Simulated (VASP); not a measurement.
# LiCl (Cm) in VASP: single point with PBE

Aim: the single point of LiCl with PBE.

Everything below comes from runs of VASP 6.6.1. Logs are shortened: lines on timing, memory, paths and dates and some standing lists are left out, and cuts for length are marked.

**1. The cell of the first run**

It takes space group Cm (No. 8, monoclinic). The conventional cell has a = 5.130 Å, b = 5.130 Å, c = 3.627 Å, α = 90.00°, β = 135.00°, γ = 90.00°. Li (site symmetry m) has 6 Cl at 2.37 to 2.77 Å within 3.1 Å. Cl (site symmetry m) has 6 Li at 2.37 to 2.77 Å within 3.1 Å.

**2. Single point, PBE (atom 2 (Cl) moved by (-0.200, -0.100) A along x and y)**

File INCAR:

```
SYSTEM = LiCl
ALGO = Normal ; EDIFF = 1E-6
ENCUT = 520 ; GGA = PE
ISIF = 2 ; ISMEAR = 0
LASPH = .True. ; LCHARG = .False.
LREAL = .False. ; LWAVE = .False.
NBANDS = 12 ; NELM = 100
PREC = Accurate ; SIGMA = 0.05
```

File KPOINTS:

```
k-points
0
Gamma
  8 8 8
  0 0 0
```

File POSCAR:

```
LiCl
1.0
    0.0000000000      2.5647600000      2.5647600000
    2.5647600000      0.0000000000      2.5647600000
    2.5647600000      2.5647600000      0.0000000000
Li Cl
1 1
Direct
    0.0000000000      0.0000000000      0.0000000000
    0.5194950015      0.4805049985      0.4415149956
```

Potentials or basis: VASP PAW PBE potentials, release 64 (Li_sv, Cl).

Command:

```
cat potpaw_PBE.64/Li_sv/POTCAR potpaw_PBE.64/Cl/POTCAR > POTCAR
mpirun -np 1 vasp_std > vasp.out
```

OUTCAR:

```text
SYSTEM = LiCl
   EDIFF = 1E-6
   ENCUT = 520
   GGA = PE
   ISIF = 2
   ISMEAR = 0
   LASPH = .True.
   LREAL = .False.
   NELM = 100
   PREC = Accurate

 ion  position               nearest neighbor table
   1  0.000  0.000  0.000-   2 2.37   2 2.47   2 2.57   2 2.57
   2  0.519  0.481  0.442-   1 2.37   1 2.47   1 2.57   1 2.57

  LATTYP: Found a face centered cubic cell.
 ALAT       =     5.1295200000

  Lattice vectors:

 A1 = (   0.0000000000,   2.5647600000,   2.5647600000)
 A2 = (   2.5647600000,   0.0000000000,   2.5647600000)
 A3 = (   2.5647600000,   2.5647600000,   0.0000000000)

Analysis of symmetry for initial positions (statically):
=====================================================================
 Subroutine PRICEL returns:
 Original cell was already a primitive cell.

 Routine SETGRP: Setting up the symmetry group for a
 face centered cubic supercell.

 Subroutine GETGRP returns: Found  2 space group operations
 (whereof  2 operations were pure point group operations)
 out of a pool of 48 trial point group operations.

The static configuration has the point symmetry C_1h.

Analysis of symmetry for dynamics (positions and initial velocities):
=====================================================================
 Subroutine PRICEL returns:
 Original cell was already a primitive cell.

 Routine SETGRP: Setting up the symmetry group for a
 face centered cubic supercell.

 Subroutine GETGRP returns: Found  2 space group operations
 (whereof  2 operations were pure point group operations)
 out of a pool of 48 trial point group operations.

The dynamic configuration has the point symmetry C_1h.

 Subroutine INISYM returns: Found  2 space group operations
 (whereof  2 operations are pure point group operations),
 and found     1 'primitive' translations

----------------------------------------------------------------------------------------

                                     Primitive cell

  volume of cell :      33.7420

  direct lattice vectors                    reciprocal lattice vectors
     0.000000000  2.564760000  2.564760000    -0.194950015  0.194950015  0.194950015
     2.564760000  0.000000000  2.564760000     0.194950015 -0.194950015  0.194950015
     2.564760000  2.564760000  0.000000000     0.194950015  0.194950015 -0.194950015

  length of vectors
     3.627118376  3.627118376  3.627118376     0.337663331  0.337663331  0.337663331

  position of ions in fractional coordinates (direct lattice)
     0.000000000  0.000000000  0.000000000
     0.519495001  0.480504999  0.441514996

  ion indices of the primitive-cell ions
   primitive index   ion index
                 1           1
                 2           2

----------------------------------------------------------------------------------------

 KPOINTS: k-points

Automatic generation of k-mesh.
 Grid dimensions read from file:
 generate k-points for:    8    8    8

 Generating k-lattice:

  Cartesian coordinates                     Fractional coordinates (reciprocal lattice)
    -0.024368752  0.024368752  0.024368752     0.125000000  0.000000000  0.000000000
     0.024368752 -0.024368752  0.024368752     0.000000000  0.125000000  0.000000000
     0.024368752  0.024368752 -0.024368752     0.000000000  0.000000000  0.125000000

  Length of vectors
     0.042207916  0.042207916  0.042207916

  Shift w.r.t. Gamma in fractional coordinates (k-lattice)
     0.000000000  0.000000000  0.000000000

 Subroutine IBZKPT returns following result:
 ===========================================

 Found    150 irreducible k-points:

 Following reciprocal coordinates:
            Coordinates               Weight
  0.000000  0.000000  0.000000      1.000000
  0.125000  0.000000  0.000000      4.000000
  0.000000  0.000000  0.125000      4.000000
  0.250000  0.000000  0.000000      4.000000
  0.000000  0.000000  0.250000      4.000000
  0.375000  0.000000  0.000000      4.000000
[... 16 lines left out ...]
  0.000000  0.125000  0.375000      4.000000
 -0.125000  0.250000 -0.125000      4.000000
 [... further k-points ...]
   k-points           NKPTS =    150   k-points in BZ     NKDIM =    150   number of bands    NBANDS=     12
   number of dos      NEDOS =    301   number of ions     NIONS =      2
   total plane-waves  NPLWV =  21952
   dimension x,y,z NGX =    28 NGY =   28 NGZ =   28
   dimension x,y,z NGXF=    56 NGYF=   56 NGZF=   56
   ions per type =               1   1
   NGX,Y,Z   is equivalent  to a cutoff of  12.83, 12.83, 12.83 a.u.
   NGXF,Y,Z  is equivalent  to a cutoff of  25.67, 25.67, 25.67 a.u.
 SYSTEM =  LiCl
   PREC   = accura    normal or accurate (medium, high low for compatibility)
   ISTART =      0    job   : 0-new  1-cont  2-samecut
   ICHARG =      2    charge: 1-file 2-atom 10-const
   ISPIN  =      1    spin polarized calculation?
   LNONCOLLINEAR =      F non collinear calculations
   LSORBIT =      F    spin-orbit coupling
   LASPH  =      T    aspherical Exc in radial PAW
   ENCUT  =  520.0 eV  38.22 Ry    6.18 a.u.   6.74  6.74  6.74*2*pi/ulx,y,z
   NELM   =    100;   NELMIN=  2; NELMDL= -5     # of ELM steps
   EDIFF  = 0.1E-05   stopping-criterion for ELM
   LREAL  =      F    real-space projection
   EDIFFG = 0.1E-04   stopping-criterion for IOM
   NSW    =      0    number of steps for IOM
   IBRION =     -1    ionic relax: 0-MD 1-quasi-New 2-CG
   NFREE  =      0    steps in history (QN), initial steepest desc. (CG)
   ISIF   =      2    stress and relaxation
   ISYM   =      2    0-nonsym 1-usesym 2-fastsym
   POTIM  = 0.5000    time-step for ionic-motion
   TEBEG  =    0.0;   TEEND  =   0.0 temperature during run
   PSTRESS=    0.0 pullay stress
   NELECT =      10.0000    total number of electrons
   NUPDOWN=      -1.0000    fix difference up-down
   EMIN   =  10.00;   EMAX   =-10.00  energy-range for DOS
   EFERMI =   0.00;   METHOD = LEGACY
   ISMEAR =     0;   SIGMA  =   0.05  broadening in eV -4-tet -1-fermi 0-gaus
   EFERMI_NEDOS =   21; number of points for ismear=-14 and -15
   IALGO  =     38    algorithm
   IMIX   =      4    mixing-type and parameters
     AMIX     =   0.40;   BMIX     =  1.00
     AMIX_MAG =   1.60;   BMIX_MAG =  1.00
  volume/ion in A,a.u.               =      16.87       113.85
  Fermi-wavevector in a.u.,A,eV,Ry     =   1.091486  2.062609 16.209183  1.191341
  Thomas-Fermi vector in A             =   2.227732
   LORBIT       =      0    0 simple, 1 ext, 2 COOP (PROOUT), +10 PAW based schemes
   GGA     = PE    functional components
   LHFCALC =     F    Hartree Fock is set to
   AEXX    =    0.0000 exact exchange contribution
   IVDW    =     0    specifies the selected vdW correction
   LEPSILON=     F    determine dielectric tensor
   LRPA    =     F    only Hartree local field effects (RPA)
 non-spin polarized calculation
 Gauss-broadening in eV      SIGMA  =   0.05
  energy-cutoff  :      520.00
  volume of cell :       33.74
 maximum number of plane-waves:       934
   NGX = 13   NGY = 13   NGZ = 13

 number of electron      10.0000004 magnetization

 Free energy of the ion-electron system (eV)
  ---------------------------------------------------
  ext. energy  EPLUGINS =         0.00000000
  ---------------------------------------------------
  free energy    TOTEN  =        -7.36687192 eV

  energy without entropy =       -7.36687192  energy(sigma->0) =       -7.36687192

 E-fermi :   0.7850     XC(G=0):  -8.7186

 val. band max:        0.5817784964   @ k =   0.0000   0.0000   0.0000
 cond. band min:       6.8959719268   @ k =   0.0000   0.0000   0.0000
 fundamental gap:      6.3141934303
 Fermi energy:         0.7849817061

 k-point     1 :       0.0000    0.0000    0.0000
  band No.  band energies     occupation
      1     -42.9071      2.00000
      2     -12.8305      2.00000
      3       0.5194      2.00000
      4       0.5817      2.00000
      5       0.5818      2.00000
      6       6.8960      0.00000
      7      12.2813      0.00000
      8      12.2992      0.00000
      9      12.5201      0.00000
     10      14.4833      0.00000
     11      15.0240      0.00000
     12      15.4021      0.00000

 k-point     2 :       0.1250    0.0000    0.0000
  band No.  band energies     occupation
      1     -42.9067      2.00000
      2     -12.7559      2.00000
      3       0.0219      2.00000
      4       0.5150      2.00000
      5       0.5381      2.00000
      6       7.3426      0.00000
      7      11.6534      0.00000
      8      12.2753      0.00000
      9      12.4559      0.00000
     10      13.6760      0.00000
     11      13.8033      0.00000
     12      15.4728      0.00000

 k-point     3 :       0.0000    0.0000    0.1250
  band No.  band energies     occupation
      1     -42.9067      2.00000
      2     -12.7554      2.00000
      3       0.0498      2.00000
      4       0.4821      2.00000
      5       0.5395      2.00000
      6       7.3601      0.00000
      7      11.6078      0.00000
      8      12.2149      0.00000
      9      12.4398      0.00000
     10      13.6270      0.00000
     11      13.8662      0.00000
     12      15.6825      0.00000
[... 286 lines left out ...]
 k-point    23 :       0.0000    0.1250    0.3750
  band No.  band energies     occupation
      1     -42.9048      2.00000
      2     -12.3680      2.00000
      3      -1.6158      2.00000
      4       0.0729      2.00000
      5       0.1447      2.00000
      6       8.2158      0.00000
      7      10.2165      0.00000
      8      11.2453      0.00000
      9      11.6673      0.00000
     10      14.7131      0.00000
     11      16.9107      0.00000
     12      17.6995      0.00000

 k-point    24 :      -0.1250    0.2500   -0.1250
  band No.  band energies     occupation
      1     -42.9048      2.00000
      2     -12.3697      2.00000
      3      -1.6279      2.00000
      4       0.0958      2.00000
      5       0.1322      2.00000
      6       8.2416      0.00000
      7      10.1807      0.00000
      8      11.3495      0.00000
      9      11.6851      0.00000
     10      14.8016      0.00000
     11      16.7647      0.00000
     12      17.5087      0.00000

 [... further k-points ...]

------------------------ aborting loop because EDIFF is reached ----------------------------------------

  FORCE on cell =-STRESS in cart. coord.  units (eV):
  Direction    XX          YY          ZZ          XY          YZ          ZX
  --------------------------------------------------------------------------------------
  -------------------------------------------------------------------------------------
  Total        0.4016447      0.1240009      0.0390953     -0.0115412      0.0000000      0.0000000
  in kB       19.0713958      5.8879638      1.8563724     -0.5480114      0.0000000      0.0000000
  external PRESSURE =       8.9385774 kB  Pullay stress =       0.0000000 kB

 VOLUME and BASIS-vectors are now :
 -----------------------------------------------------------------------------
  energy-cutoff  :      520.00
  volume of cell :       33.74
      direct lattice vectors                 reciprocal lattice vectors
     0.000000000  2.564760000  2.564760000    -0.194950015  0.194950015  0.194950015
     2.564760000  0.000000000  2.564760000     0.194950015 -0.194950015  0.194950015
     2.564760000  2.564760000  0.000000000     0.194950015  0.194950015 -0.194950015

 POSITION                                       TOTAL-FORCE (eV/Angst)
 -----------------------------------------------------------------------------------
      0.00000      0.00000      0.00000        -0.180918     -0.061956      0.000000
      2.36476      2.46476      2.56476         0.180918      0.061956      0.000000
 -----------------------------------------------------------------------------------
    total drift:                                0.000132     -0.000003      0.000001

  FREE ENERGIE OF THE ION-ELECTRON SYSTEM (eV)
  ---------------------------------------------------
  free  energy   TOTEN  =        -7.3668719206 eV

  energy  without entropy=       -7.3668719206  energy(sigma->0) =       -7.36687192
```

Wall time 37 s (1 thread of Intel Xeon Platinum 8375C at 2.90GHz (Ice Lake), shared host); peak memory 0.18 GiB.

What came out:

| Quantity | Value |
| --- | --- |
| Free energy | -7.3669 eV |
| Largest force | 0.191 eV/Å |
| Band gap on the k mesh | 6.31 eV, direct |

Forces in eV/Å, atoms in the order of the input:
```
Li  -0.181 -0.062  0.000
Cl   0.181  0.062  0.000
```

Levels at points of the mesh, in eV from the valence-band top:
| k point | band 1 | band 2 | band 3 | band 4 | band 5 | band 6 | band 7 | band 8 | band 9 | band 10 |
| --- | --- | --- | --- | --- | --- | --- | --- | --- | --- | --- |
| (0.00, 0.00, 0.00) | -43.49 | -13.41 | -0.06 | 0.00 | 0.00 | 6.31 | 11.70 | 11.72 | 11.94 | 13.90 |
| (0.50, 0.00, 0.00) | -43.49 | -12.85 | -2.82 | -0.30 | -0.28 | 6.78 | 9.56 | 9.62 | 13.00 | 16.37 |
| (0.00, 0.00, 0.50) | -43.49 | -12.85 | -2.82 | -0.32 | -0.27 | 6.80 | 9.50 | 9.56 | 12.88 | 16.63 |
| (0.50, 0.50, 0.00) | -43.49 | -12.61 | -2.90 | -1.15 | -1.08 | 7.80 | 8.18 | 12.43 | 14.19 | 14.53 |
| (0.00, 0.50, 0.50) | -43.49 | -12.61 | -2.90 | -1.12 | -1.11 | 7.83 | 8.27 | 12.62 | 14.17 | 14.20 |
| (0.50, 0.00, 0.50) | -43.49 | -12.61 | -2.90 | -1.13 | -1.09 | 7.82 | 8.18 | 12.48 | 14.26 | 14.38 |

Caveat: the cell differs from its parent crystal (atom 2 (Cl) moved by (-0.200, -0.100) A along x and y); the cutoff is under 1.25 times the usual one of these potentials, so pressure, stress and relaxed cells hold a basis-set (Pulay) error. A k mesh can miss the band edges.
